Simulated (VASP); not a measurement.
# Al (Im-3m) in VASP: elastic constants with r2SCAN

Aim: the elastic constants of Al with r2SCAN.

Program: VASP 6.6.1. These are calculated values, not measurements. Logs are shortened: lines on timing, memory, paths and dates and some standing lists are left out, and cuts for length are marked.

## 1. The cell of the first run

It takes space group Im-3m (No. 229, cubic). Conventional cell: a = 3.182 Å, b = 3.182 Å, c = 3.182 Å, α = 90.00°, β = 90.00°, γ = 90.00°. Within 3.6 Å of Al (site symmetry m-3m) lie 14 Al at 2.76 to 3.18 Å.

This isn't the form of Al at room conditions, which is fcc.

## 2. Elastic constants, r2SCAN

Contents of INCAR:

```
ALGO     = Normal         # electronic algorithm
EDIFF    = 1E-8           # SCF threshold, eV
ENCUT    = 600            # plane-wave cutoff, eV
IBRION   = 6              # ionic algorithm
ISIF     = 3              # what is computed and relaxed
ISMEAR   = -1             # smearing method
LASPH    = True           # aspherical terms in the spheres
LCHARG   = False          # write CHGCAR
LMIXTAU  = True         
LREAL    = False          # projectors in reciprocal space
LWAVE    = False          # write WAVECAR
METAGGA  = R2SCAN         # meta-GGA
NELM     = 60             # most SCF steps
NFREE    = 2            
NSW      = 1              # ionic steps
POTIM    = 0.015          # step
PREC     = Accurate       # precision mode
SIGMA    = 0.1            # smearing width, eV
```

Contents of KPOINTS:

```
k-points
0
Gamma
  19 19 19
```

Contents of POSCAR:

```
Al
1.0
   -1.5912190000      1.5912190000      1.5912190000
    1.5912190000     -1.5912190000      1.5912190000
    1.5912190000      1.5912190000     -1.5912190000
Al
1
Direct
    0.0000000000      0.0000000000      0.0000000000
```

Potentials or basis: VASP PAW PBE potentials, release 64 (Al).

Command:

```console
cat potpaw_PBE.64/Al/POTCAR > POTCAR
mpirun -np 1 vasp_std > vasp.out
```

OUTCAR:

```text
EDIFF = 1E-8
   ENCUT = 600
   IBRION = 6
   ISIF = 3
   ISMEAR = -1
   LASPH = True
   LREAL = False
   METAGGA = R2SCAN
   NELM = 60
   NFREE = 2
   NSW = 1
   POTIM = 0.015
   PREC = Accurate

 ion  position               nearest neighbor table
   1  0.000  0.000  0.000-

  LATTYP: Found a body centered cubic cell.
 ALAT       =     3.1824380000

  Lattice vectors:

 A1 = (  -1.5912190000,   1.5912190000,   1.5912190000)
 A2 = (   1.5912190000,  -1.5912190000,   1.5912190000)
 A3 = (   1.5912190000,   1.5912190000,  -1.5912190000)

Analysis of symmetry for initial positions (statically):
=====================================================================
 Subroutine PRICEL returns:
 Original cell was already a primitive cell.

 Routine SETGRP: Setting up the symmetry group for a
 body centered cubic supercell.

 Subroutine GETGRP returns: Found 48 space group operations
 (whereof 48 operations were pure point group operations)
 out of a pool of 48 trial point group operations.

The static configuration has the point symmetry O_h .

Analysis of symmetry for dynamics (positions and initial velocities):
=====================================================================
 Subroutine PRICEL returns:
 Original cell was already a primitive cell.

 Routine SETGRP: Setting up the symmetry group for a
 body centered cubic supercell.

 Subroutine GETGRP returns: Found 48 space group operations
 (whereof 48 operations were pure point group operations)
 out of a pool of 48 trial point group operations.

The dynamic configuration has the point symmetry O_h .

 Subroutine INISYM returns: Found 48 space group operations
 (whereof 48 operations are pure point group operations),
 and found     1 'primitive' translations

----------------------------------------------------------------------------------------

                                     Primitive cell

  volume of cell :      16.1157

[... 318 lines left out ...]
  free energy    TOTEN  =        -6.63099842 eV

  energy without entropy =       -6.61761685  energy(sigma->0) =       -6.62430764

 E-fermi :   8.2987     XC(G=0): -11.0096

 val. band max:        8.2742547353   @ k =   0.2632   0.1579   0.1053
 cond. band min:       8.3022840219   @ k =  -0.3684   0.4211   0.1579
 fundamental gap:      0.0280292866
 Fermi energy:         8.2986816206

 k-point     1 :       0.0000    0.0000    0.0000
  band No.  band energies     occupation
      1      -3.7483      2.00000
      2      22.4625      0.00000
      3      22.4625      0.00000
      4      22.4625      0.00000
      5      24.5662      0.00000
[... 177 lines left out ...]
 k-point    24 :       0.3158    0.1053   -0.0000
  band No.  band energies     occupation
      1       0.6610      2.00000
      2       8.4815      0.27682
      3      14.4416      0.00000
      4      17.4433      0.00000
      5      20.9628      0.00000

 [... further k-points ...]
[... 5 lines left out ...]
  --------------------------------------------------------------------------------------
  -------------------------------------------------------------------------------------
  Total        0.0214148      0.0214148      0.0214148     -0.0000000      0.0000000     -0.0000000
  in kB        2.1289914      2.1289914      2.1289914     -0.0000000      0.0000000     -0.0000000
  external PRESSURE =       2.1289914 kB  Pullay stress =       0.0000000 kB
[... 16 lines left out ...]
  FREE ENERGIE OF THE ION-ELECTRON SYSTEM (eV)
  ---------------------------------------------------
  free  energy   TOTEN  =        -6.6309984247 eV

  energy  without entropy=       -6.6176168478  energy(sigma->0) =       -6.62430764

 INTERNAL STRAIN TENSORS FROM STRAINED CELLS
 ============================================

 INTERNAL STRAIN TENSOR FOR ION    1 for displacements in x,y,z  (eV/Angst):
          X           Y           Z          XY          YZ          ZX
  --------------------------------------------------------------------------------
  x    -0.00000     0.00000     0.00000    -0.00000    -0.00000     0.00000
  y    -0.00000     0.00000    -0.00000     0.00000     0.00000    -0.00000
  z    -0.00000     0.00000    -0.00000     0.00000     0.00000     0.00000

 INTERNAL STRAIN TENSORS FROM DISPLACED ATOMS
 ============================================

 INTERNAL STRAIN TENSOR FOR ION    1 for displacements in x,y,z  (eV/Angst):
          X           Y           Z          XY          YZ          ZX
  --------------------------------------------------------------------------------
  x     0.00000     0.00000     0.00000     0.00000     0.00000     0.00000
  y     0.00000     0.00000     0.00000     0.00000     0.00000     0.00000
  z     0.00000     0.00000     0.00000     0.00000     0.00000     0.00000

 Eigenvectors and eigenvalues of the dynamical matrix
 ----------------------------------------------------

   1 f  =    0.000000 THz     0.000000 2PiTHz    0.000000 cm-1     0.000000 meV
             X         Y         Z           dx          dy          dz
      0.000000  0.000000  0.000000     1.000000    0.000000    0.000000

   2 f  =    0.000000 THz     0.000000 2PiTHz    0.000000 cm-1     0.000000 meV
             X         Y         Z           dx          dy          dz
      0.000000  0.000000  0.000000     0.000000    1.000000    0.000000

   3 f  =    0.000000 THz     0.000000 2PiTHz    0.000000 cm-1     0.000000 meV
             X         Y         Z           dx          dy          dz
      0.000000  0.000000  0.000000     0.000000    0.000000    1.000000

--------------------------------------------------------------------------------------------------------

 ELASTIC MODULI CONTR FROM IONIC RELAXATION (kBar)
 Direction    XX          YY          ZZ          XY          YZ          ZX
 --------------------------------------------------------------------------------
 XX           0.0000      0.0000      0.0000      0.0000      0.0000      0.0000
 YY           0.0000      0.0000      0.0000      0.0000      0.0000      0.0000
 ZZ           0.0000      0.0000      0.0000      0.0000      0.0000      0.0000
 XY           0.0000      0.0000      0.0000      0.0000      0.0000      0.0000
 YZ           0.0000      0.0000      0.0000      0.0000      0.0000      0.0000
 ZX           0.0000      0.0000      0.0000      0.0000      0.0000      0.0000
 --------------------------------------------------------------------------------

 TOTAL ELASTIC MODULI (kBar)
 Direction    XX          YY          ZZ          XY          YZ          ZX
 --------------------------------------------------------------------------------
 XX         453.0822   1024.5938   1024.5938     -0.0000     -0.0000      0.0000
 YY        1024.5938    453.0822   1024.5938      0.0000      0.0000      0.0000
 ZZ        1024.5938   1024.5938    453.0822     -0.0000     -0.0000      0.0000
 XY          -0.0000      0.0000     -0.0000    497.6122      0.0000      0.0000
 YZ          -0.0000      0.0000     -0.0000      0.0000    497.6122      0.0000
 ZX           0.0000      0.0000      0.0000      0.0000      0.0000    497.6122
 --------------------------------------------------------------------------------
```

OSZICAR:

```text
N       E                     dE             d eps       ncg     rms          rms(c)
DAV:   1    -0.426000155822E+01   -0.42600E+01   -0.94103E+02  2210   0.387E+02
DAV:   2    -0.679672879986E+01   -0.25367E+01   -0.24048E+01  2725   0.361E+01
[... 187 lines left out ...]
DAV:   4    -0.663099915159E+01   -0.12323E-04   -0.11663E-05  3080   0.263E-02    0.929E-04
DAV:   5    -0.663098781365E+01    0.11338E-04   -0.11821E-05  2740   0.235E-02    0.221E-04
DAV:   6    -0.663099863759E+01   -0.10824E-04   -0.41381E-06  2695   0.148E-02    0.273E-05
DAV:   7    -0.663099842299E+01    0.21461E-06   -0.97886E-08  3060   0.372E-03    0.286E-05
DAV:   8    -0.663099840277E+01    0.20220E-07   -0.80899E-10  1660   0.254E-04    0.195E-05
DAV:   9    -0.663099843187E+01   -0.29101E-07   -0.47400E-10  1495   0.176E-04    0.180E-06
DAV:  10    -0.663099842467E+01    0.71947E-08   -0.15007E-10  1460   0.902E-05
  15 F= -.66309984E+01 E0= -.66243076E+01  d E =-.133816E-01
```

It took 1.9 h on 1 thread of Oxide Virtual Turin-like, shared host; peak memory 0.4 GiB.

Results:

```yaml
Elastic_constants_C11_C12_C44: 45, 102, 50 GPa
Voigt_bulk_modulus: 83 GPa
```

Elastic tensor in Voigt notation (GPa, in the Cartesian axes of the cell as first typed):
```
 45 102 102   0   0   0
102  45 102   0   0   0
102 102  45   0   0   0
  0   0   0  50   0   0
  0   0   0   0  50   0
  0   0   0   0   0  50
```

Clamped-ion elastic tensor (GPa):
```
 45 102 102   0   0   0
102  45 102   0   0   0
102 102  45   0   0   0
  0   0   0  50   0   0
  0   0   0   0  50   0
  0   0   0   0   0  50
```

Caveat: the elastic tensor has a negative eigenvalue, so either the cell is unstable as it stands or the mesh is too thin; the PAW data sets were made with another functional, which shifts forces and pressure a little.
